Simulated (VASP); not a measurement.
# V (Fm-3m) in VASP: a series of runs, part 2 of 2

VASP 6.6.1. The steps go on from the part before.

### 5 Single point, revPBE

This run uses another cell than the first one, of 14.16 Å³/atom, 0.962 times its volume.

Contents of INCAR:

```
SYSTEM = V
ALGO = Normal
EDIFF = 1E-6
ENCUT = 520
GGA = RE
ISIF = 2
ISMEAR = -1
LASPH = .TRUE.
LCHARG = .FALSE.
LREAL = .FALSE.
LWAVE = .FALSE.
NBANDS = 12
NELM = 100
PREC = Accurate
SIGMA = 0.1
```

Contents of KPOINTS:

```
k-points
0
G
  23 23 23
  0 0 0
```

Contents of POSCAR:

```
V
1.0
    0.0000000000      1.9203659142      1.9203659142
    1.9203659142      0.0000000000      1.9203659142
    1.9203659142      1.9203659142      0.0000000000
V
1
Direct
    0.0000000000      0.0000000000      0.0000000000
```

Potentials or basis: VASP PAW PBE potentials, release 64 (V_sv).

Run with:

```
> cat potpaw_PBE.64/V_sv/POTCAR > POTCAR
> mpirun -np 1 vasp_std > vasp.out
```

OUTCAR:

```text
SYSTEM = V
   EDIFF = 1E-6
   ENCUT = 520
   GGA = RE
   ISIF = 2
   ISMEAR = -1
   LASPH = .TRUE.
   LREAL = .FALSE.
   NELM = 100
   PREC = Accurate

 ion  position               nearest neighbor table
   1  0.000  0.000  0.000-

  LATTYP: Found a face centered cubic cell.
 ALAT       =     3.8407318284

  Lattice vectors:

 A1 = (   0.0000000000,   1.9203659142,   1.9203659142)
 A2 = (   1.9203659142,   0.0000000000,   1.9203659142)
 A3 = (   1.9203659142,   1.9203659142,   0.0000000000)

Analysis of symmetry for initial positions (statically):
=====================================================================
 Subroutine PRICEL returns:
 Original cell was already a primitive cell.

 Routine SETGRP: Setting up the symmetry group for a
 face centered cubic supercell.

 Subroutine GETGRP returns: Found 48 space group operations
 (whereof 48 operations were pure point group operations)
 out of a pool of 48 trial point group operations.

The static configuration has the point symmetry O_h .

Analysis of symmetry for dynamics (positions and initial velocities):
=====================================================================
 Subroutine PRICEL returns:
 Original cell was already a primitive cell.

 Routine SETGRP: Setting up the symmetry group for a
 face centered cubic supercell.

 Subroutine GETGRP returns: Found 48 space group operations
 (whereof 48 operations were pure point group operations)
 out of a pool of 48 trial point group operations.

The dynamic configuration has the point symmetry O_h .

 Subroutine INISYM returns: Found 48 space group operations
 (whereof 48 operations are pure point group operations),
 and found     1 'primitive' translations

----------------------------------------------------------------------------------------

                                     Primitive cell

  volume of cell :      14.1639

  direct lattice vectors                    reciprocal lattice vectors
     0.000000000  1.920365914  1.920365914    -0.260367046  0.260367046  0.260367046
     1.920365914  0.000000000  1.920365914     0.260367046 -0.260367046  0.260367046
     1.920365914  1.920365914  0.000000000     0.260367046  0.260367046 -0.260367046

  length of vectors
     2.715807521  2.715807521  2.715807521     0.450968952  0.450968952  0.450968952

  position of ions in fractional coordinates (direct lattice)
     0.000000000  0.000000000  0.000000000

  ion indices of the primitive-cell ions
   primitive index   ion index
                 1           1

----------------------------------------------------------------------------------------

 KPOINTS: k-points

Automatic generation of k-mesh.
 Grid dimensions read from file:
 generate k-points for:   23   23   23

 Generating k-lattice:

  Cartesian coordinates                     Fractional coordinates (reciprocal lattice)
    -0.011320306  0.011320306  0.011320306     0.043478261  0.000000000  0.000000000
     0.011320306 -0.011320306  0.011320306     0.000000000  0.043478261  0.000000000
     0.011320306  0.011320306 -0.011320306     0.000000000  0.000000000  0.043478261

  Length of vectors
     0.019607346  0.019607346  0.019607346

  Shift w.r.t. Gamma in fractional coordinates (k-lattice)
     0.000000000  0.000000000  0.000000000

 Subroutine IBZKPT returns following result:
 ===========================================

 Found    364 irreducible k-points:

 Following reciprocal coordinates:
            Coordinates               Weight
  0.000000  0.000000  0.000000      1.000000
  0.043478  0.000000  0.000000      8.000000
  0.086957  0.000000  0.000000      8.000000
  0.130435  0.000000  0.000000      8.000000
  0.173913  0.000000  0.000000      8.000000
  0.217391  0.000000  0.000000      8.000000
[... 16 lines left out ...]
  0.478261  0.043478  0.000000     24.000000
 -0.478261  0.043478  0.000000     24.000000
 [... further k-points ...]
   k-points           NKPTS =    364   k-points in BZ     NKDIM =    364   number of bands    NBANDS=     12
   number of dos      NEDOS =    301   number of ions     NIONS =      1
   total plane-waves  NPLWV =   8000
   dimension x,y,z NGX =    20 NGY =   20 NGZ =   20
   dimension x,y,z NGXF=    40 NGYF=   40 NGZF=   40
   ions per type =               1
   NGX,Y,Z   is equivalent  to a cutoff of  12.24, 12.24, 12.24 a.u.
   NGXF,Y,Z  is equivalent  to a cutoff of  24.49, 24.49, 24.49 a.u.
 SYSTEM =  V
   PREC   = accura    normal or accurate (medium, high low for compatibility)
   ISTART =      0    job   : 0-new  1-cont  2-samecut
   ICHARG =      2    charge: 1-file 2-atom 10-const
   ISPIN  =      1    spin polarized calculation?
   LNONCOLLINEAR =      F non collinear calculations
   LSORBIT =      F    spin-orbit coupling
   LASPH  =      T    aspherical Exc in radial PAW
   ENCUT  =  520.0 eV  38.22 Ry    6.18 a.u.   5.05  5.05  5.05*2*pi/ulx,y,z
   NELM   =    100;   NELMIN=  2; NELMDL= -5     # of ELM steps
   EDIFF  = 0.1E-05   stopping-criterion for ELM
   LREAL  =      F    real-space projection
   EDIFFG = 0.1E-04   stopping-criterion for IOM
   NSW    =      0    number of steps for IOM
   IBRION =     -1    ionic relax: 0-MD 1-quasi-New 2-CG
   NFREE  =      0    steps in history (QN), initial steepest desc. (CG)
   ISIF   =      2    stress and relaxation
   ISYM   =      2    0-nonsym 1-usesym 2-fastsym
   POTIM  = 0.5000    time-step for ionic-motion
   TEBEG  =    0.0;   TEEND  =   0.0 temperature during run
   PSTRESS=    0.0 pullay stress
   NELECT =      13.0000    total number of electrons
   NUPDOWN=      -1.0000    fix difference up-down
   EMIN   =  10.00;   EMAX   =-10.00  energy-range for DOS
   EFERMI =   0.00;   METHOD = LEGACY
   ISMEAR =    -1;   SIGMA  =   0.10  broadening in eV -4-tet -1-fermi 0-gaus
   EFERMI_NEDOS =   21; number of points for ismear=-14 and -15
   IALGO  =     38    algorithm
   IMIX   =      4    mixing-type and parameters
     AMIX     =   0.40;   BMIX     =  1.00
     AMIX_MAG =   1.60;   BMIX_MAG =  1.00
  volume/ion in A,a.u.               =      14.16        95.58
  Fermi-wavevector in a.u.,A,eV,Ry     =   1.590970  3.006497 34.438865  2.531185
  Thomas-Fermi vector in A             =   2.689583
   LORBIT       =      0    0 simple, 1 ext, 2 COOP (PROOUT), +10 PAW based schemes
   GGA     = RE    functional components
   LHFCALC =     F    Hartree Fock is set to
   AEXX    =    0.0000 exact exchange contribution
   IVDW    =     0    specifies the selected vdW correction
   LEPSILON=     F    determine dielectric tensor
   LRPA    =     F    only Hartree local field effects (RPA)
 non-spin polarized calculation
  energy-cutoff  :      520.00
  volume of cell :       14.16
 maximum number of plane-waves:       390
   NGX =  9   NGY =  9   NGZ =  9

 number of electron      12.9999997 magnetization

 Free energy of the ion-electron system (eV)
  ---------------------------------------------------
  ext. energy  EPLUGINS =         0.00000000
  ---------------------------------------------------
  free energy    TOTEN  =        -8.40760144 eV

  energy without entropy =       -8.34860876  energy(sigma->0) =       -8.37810510

 E-fermi :   9.4829     XC(G=0): -12.5493

 val. band max:        9.4812990482   @ k =  -0.4348   0.0435   0.0000
 cond. band min:       9.4841540971   @ k =   0.4348   0.3043   0.0870
 fundamental gap:      0.0028550489
 Fermi energy:         9.4828609368

 k-point     1 :       0.0000    0.0000    0.0000
  band No.  band energies     occupation
      1     -54.7116      2.00000
      2     -28.0438      2.00000
      3     -28.0438      2.00000
      4     -28.0438      2.00000
      5       2.6986      2.00000
      6       9.6520      0.31124
      7       9.6520      0.31123
      8       9.6520      0.31123
      9      11.3535      0.00000
     10      11.3535      0.00000
     11      26.9704      0.00000
     12      32.0490      0.00000

 k-point     2 :       0.0435    0.0000    0.0000
  band No.  band energies     occupation
      1     -54.7088      2.00000
      2     -28.0584      2.00000
      3     -28.0457      2.00000
      4     -28.0457      2.00000
      5       2.7679      2.00000
      6       9.6146      0.42243
      7       9.6763      0.25262
      8       9.6763      0.25262
      9      11.3388      0.00000
     10      11.3388      0.00000
     11      27.0116      0.00000
     12      31.3998      0.00000
[... 316 lines left out ...]
 k-point    24 :      -0.4783    0.0435    0.0000
  band No.  band energies     occupation
      1     -54.5611      2.00000
      2     -28.7967      2.00000
      3     -28.1517      2.00000
      4     -28.1435      2.00000
      5       6.2760      2.00000
      6       9.4564      1.13178
      7       9.5837      0.53476
      8      10.1135      0.00364
      9      12.4557      0.00000
     10      12.6575      0.00000
     11      18.2360      0.00000
     12      26.0833      0.00000

 [... further k-points ...]
[... 5 lines left out ...]
  --------------------------------------------------------------------------------------
  -------------------------------------------------------------------------------------
  Total        0.0184185      0.0184185      0.0184185     -0.0000000      0.0000000     -0.0000000
  in kB        2.0834546      2.0834546      2.0834546     -0.0000000      0.0000000     -0.0000000
  external PRESSURE =       2.0834546 kB  Pullay stress =       0.0000000 kB

 VOLUME and BASIS-vectors are now :
 -----------------------------------------------------------------------------
  energy-cutoff  :      520.00
  volume of cell :       14.16
      direct lattice vectors                 reciprocal lattice vectors
     0.000000000  1.920365914  1.920365914    -0.260367046  0.260367046  0.260367046
     1.920365914  0.000000000  1.920365914     0.260367046 -0.260367046  0.260367046
     1.920365914  1.920365914  0.000000000     0.260367046  0.260367046 -0.260367046

 POSITION                                       TOTAL-FORCE (eV/Angst)
 -----------------------------------------------------------------------------------
      0.00000      0.00000      0.00000         0.000000     -0.000000      0.000000
 -----------------------------------------------------------------------------------
    total drift:                                0.000000      0.000000      0.000000

  FREE ENERGIE OF THE ION-ELECTRON SYSTEM (eV)
  ---------------------------------------------------
  free  energy   TOTEN  =        -8.4076014431 eV

  energy  without entropy=       -8.3486087573  energy(sigma->0) =       -8.37810510
```

OSZICAR:

```text
N       E                     dE             d eps       ncg     rms          rms(c)
DAV:   1     0.913688368045E+02    0.91369E+02   -0.70716E+03  8748   0.118E+03
DAV:   2    -0.850652617765E+01   -0.99875E+02   -0.97032E+02  8852   0.329E+02
DAV:   3    -0.980846836825E+01   -0.13019E+01   -0.12982E+01  9952   0.440E+01
DAV:   4    -0.981530211472E+01   -0.68337E-02   -0.68336E-02  9616   0.338E+00
DAV:   5    -0.981538612846E+01   -0.84014E-04   -0.84014E-04  9916   0.354E-01    0.166E+01
DAV:   6    -0.843086360492E+01    0.13845E+01   -0.32819E+00  9220   0.296E+01    0.138E+00
DAV:   7    -0.841578004928E+01    0.15084E-01   -0.44550E-02  9540   0.212E+00    0.810E-01
DAV:   8    -0.840752899257E+01    0.82511E-02   -0.49074E-03  9536   0.102E+00    0.797E-02
DAV:   9    -0.840759520454E+01   -0.66212E-04   -0.17354E-04  9216   0.195E-01    0.206E-02
DAV:  10    -0.840760172018E+01   -0.65156E-05   -0.13375E-05  9692   0.528E-02    0.110E-02
DAV:  11    -0.840760144305E+01    0.27713E-06   -0.23995E-06  9224   0.247E-02
   1 F= -.84076014E+01 E0= -.83781051E+01  d E =-.589927E-01
```

Run time: 67 s. Hardware: 1 thread of Intel Xeon Platinum 8259CL at 2.50GHz (Skylake/Cascade Lake), shared host; peak memory 0.16 GiB.

Results:

```yaml
Free_energy: -8.4076 eV
Pressure: 0.2 GPa
```

Caveat: the PAW data sets were made with another functional, which shifts forces and pressure a little.

### 6 Overview

| cell | k mesh | gap on the mesh (eV) | pressure (GPa) |
| --- | --- | --- | --- |
| a = 2.752 Å, angles 60.0°, 1 atom | 16 × 16 × 16 | none | -5.9 |
| a = 2.786 Å, angles 60.0°, 1 atom | 16 × 16 × 16 | none | -10.9 |
| a = 2.820 Å, angles 60.0°, 1 atom | 16 × 16 × 16 | none | -15.0 |
| a = 2.716 Å, angles 60.0°, 1 atom | 23 × 23 × 23 | none | 0.2 |

Alike in all rows: task single point; level revPBE; potentials or basis VASP PAW PBE potentials, release 64 (V_sv); no spin polarisation; cutoff (eV) 520; smearing fermi-dirac 0.1 eV.

Caveats: the PAW data sets were made with another functional, which shifts forces and pressure a little.

Absolute energies hang on the potentials; compare differences alone.
